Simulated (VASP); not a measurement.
# Al2O3 (R-3c) in VASP: further runs

The runs below take Al2O3 through single point, relaxation of cell and atoms, with r2SCAN.

All numbers are computed with VASP 6.6.1; they aren't measurements. Logs are shortened: lines on timing, memory, paths and dates and some standing lists are left out, and cuts for length are marked.

**What was measured.**

From “Multi-petahertz electron interference in Cr:Al2O3 solid-state material”, 2018, pmc:5906618, for a bulk crystal of Al2O3: band gap 8.7 eV (optical).

The runs below are set against these values where they give the same quantity.

**1. The cell of the first run**

Symmetry: R-3c, No. 167, trigonal system. The conventional cell has a = 4.759 Å, b = 4.759 Å, c = 12.994 Å, α = 90.00°, β = 90.00°, γ = 120.00°. Al (site symmetry 3) has 6 O at 1.86 to 1.97 Å within 2.5 Å. Within 2.9 Å of O (site symmetry 2) lie 4 Al at 1.86 to 1.97 Å and 12 O at 2.53 to 2.87 Å.

**2. Single point, r2SCAN**

Input file POSCAR:

```
Al2O3
1.0
    5.1292950911      0.0001638257      0.0001120115
    2.9216088271      4.2159067850      0.0001095615
    2.9216088271      1.5299806851      3.9284894216
Al O
4 6
Direct
    0.3519207586      0.3519207586      0.3519207586
    0.1480792414      0.1480792414      0.1480792414
    0.6480792414      0.6480792414      0.6480792414
    0.8519207586      0.8519207586      0.8519207586
    0.5563662180      0.9436337820      0.2500000000
    0.2500000000      0.5563662180      0.9436337820
    0.9436337820      0.2500000000      0.5563662180
    0.4436337820      0.0563662180      0.7500000000
    0.7500000000      0.4436337820      0.0563662180
    0.0563662180      0.7500000000      0.4436337820
```

Input file INCAR.step1:

```
  PREC = Accurate
  ENCUT = 520
  ISMEAR = -1
  SIGMA = 0.1
  LREAL = False
  LASPH = True
  NELM = 80
  NBANDS = 35
  GGA = PE
  ALGO = Normal
  EDIFF = 1E-4
  LWAVE = True
  LCHARG = False
```

Input file INCAR.step2:

```
  PREC = Accurate
  ENCUT = 520
  EDIFF = 1E-7
  ISMEAR = -1
  SIGMA = 0.1
  LREAL = False
  LASPH = True
  NELM = 80
  ALGO = Normal
  ISIF = 2
  LWAVE = False
  LCHARG = True
  METAGGA = R2SCAN
  LMIXTAU = True
  LELF = True
  LVHAR = True
  NBANDS = 35
  ISTART = 1
```

Input file KPOINTS:

```
regular mesh
0
Gamma
  5 5 5
```

Potentials or basis: VASP PAW PBE potentials, release 64 (Al, O).

Command:

```bash
> cat potpaw_PBE.64/Al/POTCAR potpaw_PBE.64/O/POTCAR > POTCAR
> cp INCAR.step1 INCAR
> mpirun -np 1 vasp_std > vasp.out
> cp INCAR.step2 INCAR
> mpirun -np 1 vasp_std > vasp.out
```

OUTCAR:

```text
PREC = Accurate
   ENCUT = 520
   EDIFF = 1E-7
   ISMEAR = -1
   LREAL = False
   LASPH = True
   NELM = 80
   ISIF = 2
   METAGGA = R2SCAN
   ISTART = 1

 ion  position               nearest neighbor table
   1  0.352  0.352  0.352-  10 1.86   8 1.86   9 1.86   5 1.97   6 1.97   7 1.97   2 2.65   3 2.79
                             3 2.79   3 2.79   2 3.22   2 3.22   2 3.22
   2  0.148  0.148  0.148-  10 1.86   9 1.86   8 1.86   6 1.97   5 1.97   7 1.97   1 2.65   4 2.79
                             4 2.79   4 2.79   1 3.22   1 3.22   1 3.22
   3  0.648  0.648  0.648-   7 1.86   5 1.86   6 1.86   8 1.97   9 1.97  10 1.97   4 2.65   1 2.79
                             1 2.79   1 2.79   4 3.22   4 3.22   4 3.22
   4  0.852  0.852  0.852-   7 1.86   6 1.86   5 1.86   9 1.97   8 1.97  10 1.97   3 2.65   2 2.79
                             2 2.79   2 2.79   3 3.22   3 3.22   3 3.22
   5  0.556  0.944  0.250-   3 1.86   4 1.86   1 1.97   2 1.97
   6  0.250  0.556  0.944-   4 1.86   3 1.86   2 1.97   1 1.97
   7  0.944  0.250  0.556-   3 1.86   4 1.86   2 1.97   1 1.97
   8  0.444  0.056  0.750-   1 1.86   2 1.86   3 1.97   4 1.97
   9  0.750  0.444  0.056-   2 1.86   1 1.86   4 1.97   3 1.97
  10  0.056  0.750  0.444-   1 1.86   2 1.86   4 1.97   3 1.97

  LATTYP: Found a trigonal (rhomboedric) cell.
 ALAT       =     5.1292950949
 COS(alpha) =     0.5696189098

  Lattice vectors:

 A1 = (   5.1292950911,   0.0001638257,   0.0001120115)
 A2 = (   2.9216088271,   4.2159067850,   0.0001095615)
 A3 = (   2.9216088271,   1.5299806851,   3.9284894216)

Analysis of symmetry for initial positions (statically):
=====================================================================
 Subroutine PRICEL returns:
 Original cell was already a primitive cell.

 Routine SETGRP: Setting up the symmetry group for a
 trigonal (rhombohedral) supercell.

 Subroutine GETGRP returns: Found 12 space group operations
 (whereof  6 operations were pure point group operations)
 out of a pool of 12 trial point group operations.

The static configuration has the point symmetry S_6 .
 The point group associated with its full space group is D_3d.

Analysis of symmetry for dynamics (positions and initial velocities):
=====================================================================
 Subroutine PRICEL returns:
 Original cell was already a primitive cell.

 Routine SETGRP: Setting up the symmetry group for a
 trigonal (rhombohedral) supercell.

 Subroutine GETGRP returns: Found 12 space group operations
 (whereof  6 operations were pure point group operations)
 out of a pool of 12 trial point group operations.

The dynamic configuration has the point symmetry S_6 .
 The point group associated with its full space group is D_3d.

 Subroutine INISYM returns: Found 12 space group operations
 (whereof  6 operations are pure point group operations),
 and found     1 'primitive' translations

----------------------------------------------------------------------------------------

                                     Primitive cell

  volume of cell :      84.9485

  direct lattice vectors                    reciprocal lattice vectors
     5.129295091  0.000163826  0.000112012     0.194964895 -0.135107598 -0.092376256
     2.921608827  4.215906785  0.000109561    -0.000005559  0.237203148 -0.092376472
     2.921608827  1.529980685  3.928489422    -0.000005559 -0.000002763  0.254555978

  length of vectors
     5.129295095  5.129295095  5.129295095     0.254555978  0.254555978  0.254555978

  position of ions in fractional coordinates (direct lattice)
     0.351920759  0.351920759  0.351920759
     0.148079241  0.148079241  0.148079241
     0.648079241  0.648079241  0.648079241
     0.851920759  0.851920759  0.851920759
     0.556366218  0.943633782  0.250000000
     0.250000000  0.556366218  0.943633782
     0.943633782  0.250000000  0.556366218
     0.443633782  0.056366218  0.750000000
     0.750000000  0.443633782  0.056366218
     0.056366218  0.750000000  0.443633782

  ion indices of the primitive-cell ions
   primitive index   ion index
                 1           1
                 2           2
                 3           3
                 4           4
                 5           5
                 6           6
                 7           7
                 8           8
                 9           9
                10          10

----------------------------------------------------------------------------------------

 KPOINTS: regular mesh

Automatic generation of k-mesh.
 Grid dimensions read from file:
 generate k-points for:    5    5    5

 Generating k-lattice:

  Cartesian coordinates                     Fractional coordinates (reciprocal lattice)
     0.038992979 -0.027021520 -0.018475251     0.200000000  0.000000000  0.000000000
    -0.000001112  0.047440630 -0.018475294     0.000000000  0.200000000  0.000000000
    -0.000001112 -0.000000553  0.050911196     0.000000000  0.000000000  0.200000000

  Length of vectors
     0.050911196  0.050911196  0.050911196

  Shift w.r.t. Gamma in fractional coordinates (k-lattice)
     0.000000000  0.000000000  0.000000000

 Subroutine IBZKPT returns following result:
 ===========================================

 Found     19 irreducible k-points:

 Following reciprocal coordinates:
            Coordinates               Weight
  0.000000  0.000000  0.000000      1.000000
  0.200000 -0.000000  0.000000      6.000000
  0.400000 -0.000000 -0.000000      6.000000
  0.200000  0.200000 -0.000000      6.000000
  0.400000  0.200000 -0.000000     12.000000
 -0.400000  0.200000 -0.000000     12.000000
[... 11 lines left out ...]
  0.400000  0.400000  0.400000      2.000000
 -0.400000  0.400000  0.400000      6.000000
   k-points           NKPTS =     19   k-points in BZ     NKDIM =     19   number of bands    NBANDS=     35
   number of dos      NEDOS =    301   number of ions     NIONS =     10
   total plane-waves  NPLWV =  64000
   dimension x,y,z NGX =    40 NGY =   40 NGZ =   40
   dimension x,y,z NGXF=    80 NGYF=   80 NGZF=   80
   ions per type =               4   6
   NGX,Y,Z   is equivalent  to a cutoff of  12.96, 12.96, 12.96 a.u.
   NGXF,Y,Z  is equivalent  to a cutoff of  25.93, 25.93, 25.93 a.u.
 SYSTEM =  unknown system
   PREC   = accura    normal or accurate (medium, high low for compatibility)
   ISTART =      1    job   : 0-new  1-cont  2-samecut
   ICHARG =      0    charge: 1-file 2-atom 10-const
   ISPIN  =      1    spin polarized calculation?
   LNONCOLLINEAR =      F non collinear calculations
   LSORBIT =      F    spin-orbit coupling
   LASPH  =      T    aspherical Exc in radial PAW
   ENCUT  =  520.0 eV  38.22 Ry    6.18 a.u.   9.54  9.54  9.54*2*pi/ulx,y,z
   NELM   =     80;   NELMIN=  2; NELMDL=  0     # of ELM steps
   EDIFF  = 0.1E-06   stopping-criterion for ELM
   LREAL  =      F    real-space projection
   EDIFFG = 0.1E-05   stopping-criterion for IOM
   NSW    =      0    number of steps for IOM
   IBRION =     -1    ionic relax: 0-MD 1-quasi-New 2-CG
   NFREE  =      0    steps in history (QN), initial steepest desc. (CG)
   ISIF   =      2    stress and relaxation
   ISYM   =      2    0-nonsym 1-usesym 2-fastsym
   POTIM  = 0.5000    time-step for ionic-motion
   TEBEG  =    0.0;   TEEND  =   0.0 temperature during run
   PSTRESS=    0.0 pullay stress
   NELECT =      48.0000    total number of electrons
   NUPDOWN=      -1.0000    fix difference up-down
   EMIN   =  10.00;   EMAX   =-10.00  energy-range for DOS
   EFERMI =   0.00;   METHOD = LEGACY
   ISMEAR =    -1;   SIGMA  =   0.10  broadening in eV -4-tet -1-fermi 0-gaus
   EFERMI_NEDOS =   21; number of points for ismear=-14 and -15
   IALGO  =     38    algorithm
   IMIX   =      4    mixing-type and parameters
     AMIX     =   0.40;   BMIX     =  1.00
     AMIX_MAG =   1.60;   BMIX_MAG =  1.00
  volume/ion in A,a.u.               =       8.49        57.33
  Fermi-wavevector in a.u.,A,eV,Ry     =   1.353433  2.557617 24.922880  1.831780
  Thomas-Fermi vector in A             =   2.480688
   LORBIT       =      0    0 simple, 1 ext, 2 COOP (PROOUT), +10 PAW based schemes
   METAGGA = R2SCAN    functional components
   LHFCALC =     F    Hartree Fock is set to
   AEXX    =    0.0000 exact exchange contribution
   IVDW    =     0    specifies the selected vdW correction
   LEPSILON=     F    determine dielectric tensor
   LRPA    =     F    only Hartree local field effects (RPA)
 non-spin polarized calculation
  energy-cutoff  :      520.00
  volume of cell :       84.95
 maximum number of plane-waves:      2303
 NGX is ok and might be reduce to    40
   NGX = 19   NGY = 19   NGZ = 19

 number of electron      48.0000013 magnetization

 Free energy of the ion-electron system (eV)
  ---------------------------------------------------
  ext. energy  EPLUGINS =         0.00000000
  ---------------------------------------------------
  free energy    TOTEN  =       -96.26971015 eV

  energy without entropy =      -96.26971015  energy(sigma->0) =      -96.26971015

 E-fermi :   8.0569     XC(G=0): -12.2314

 val. band max:        5.7414746534   @ k =   0.0000   0.0000   0.0000
 cond. band min:      12.8971610436   @ k =   0.0000   0.0000   0.0000
 fundamental gap:      7.1556863901
 Fermi energy:         8.0569313320

 k-point     1 :       0.0000    0.0000    0.0000
  band No.  band energies     occupation
      1     -14.4646      2.00000
      2     -12.1726      2.00000
      3     -11.8972      2.00000
      4     -11.8972      2.00000
      5     -11.5882      2.00000
      6     -11.5882      2.00000
[... 27 lines left out ...]
     34      20.6494      0.00000
     35      21.5891      0.00000
[... 653 lines left out ...]
      5     -11.6557      2.00000
      6     -11.5922      2.00000
[... 27 lines left out ...]
     34      20.0346      0.00000
     35      21.0020      0.00000

------------------------ aborting loop because EDIFF is reached ----------------------------------------

  FORCE on cell =-STRESS in cart. coord.  units (eV):
  Direction    XX          YY          ZZ          XY          YZ          ZX
  --------------------------------------------------------------------------------------
  -------------------------------------------------------------------------------------
  Total       -0.2672698     -0.2488150     -0.2451015     -0.0133161     -0.0047678     -0.0091046
  in kB       -5.0408604     -4.6927921     -4.6227540     -0.2511501     -0.0899244     -0.1717173
  external PRESSURE =      -4.7854688 kB  Pullay stress =       0.0000000 kB

 VOLUME and BASIS-vectors are now :
 -----------------------------------------------------------------------------
  energy-cutoff  :      520.00
  volume of cell :       84.95
      direct lattice vectors                 reciprocal lattice vectors
     5.129295091  0.000163826  0.000112012     0.194964895 -0.135107598 -0.092376256
     2.921608827  4.215906785  0.000109561    -0.000005559  0.237203148 -0.092376472
     2.921608827  1.529980685  3.928489422    -0.000005559 -0.000002763  0.254555978

 POSITION                                       TOTAL-FORCE (eV/Angst)
 -----------------------------------------------------------------------------------
      3.86146      2.02215      1.38259        -0.017458     -0.009142     -0.006251
      1.62480      0.85087      0.58176         0.017458      0.009142      0.006251
      7.11106      3.72390      2.54612         0.017458      0.009142      0.006251
      9.34771      4.89518      3.34695        -0.017458     -0.009142     -0.006251
      6.34110      4.36086      0.98229        -0.005982      0.011424     -0.000000
      5.66474      3.78937      3.70714        -0.000000     -0.007278      0.010645
      7.19606      1.90536      2.18581         0.005982     -0.004145     -0.010645
      4.63142      1.38519      2.94642         0.005982     -0.011424      0.000000
      5.30778      1.95668      0.22157        -0.000000      0.007278     -0.010645
      3.77645      3.84069      1.74290        -0.005982      0.004145      0.010645
 -----------------------------------------------------------------------------------
    total drift:                               -0.000000      0.000000     -0.000000

  FREE ENERGIE OF THE ION-ELECTRON SYSTEM (eV)
  ---------------------------------------------------
  free  energy   TOTEN  =       -96.2697101549 eV

  energy  without entropy=      -96.2697101548  energy(sigma->0) =      -96.26971015
```

It took 9.9 min on 1 thread of AMD EPYC 7R13, shared host; peak memory 0.23 GiB.

Results:

* Free energy: -96.2697 eV
* Pressure: -0.5 GPa
* Largest force: 0.021 eV/Å
* Band gap on the k mesh: 7.16 eV

Forces on the atoms (eV/Å):
```
Al  -0.017 -0.009 -0.006
Al   0.017  0.009  0.006
Al   0.017  0.009  0.006
Al  -0.017 -0.009 -0.006
O   -0.006  0.011  0.000
O    0.000 -0.007  0.011
O    0.006 -0.004 -0.011
O    0.006 -0.011  0.000
O    0.000  0.007 -0.011
O   -0.006  0.004  0.011
```

Caveat: the PAW data sets were made with another functional, which shifts forces and pressure a little.

[end of part 1 of 2]
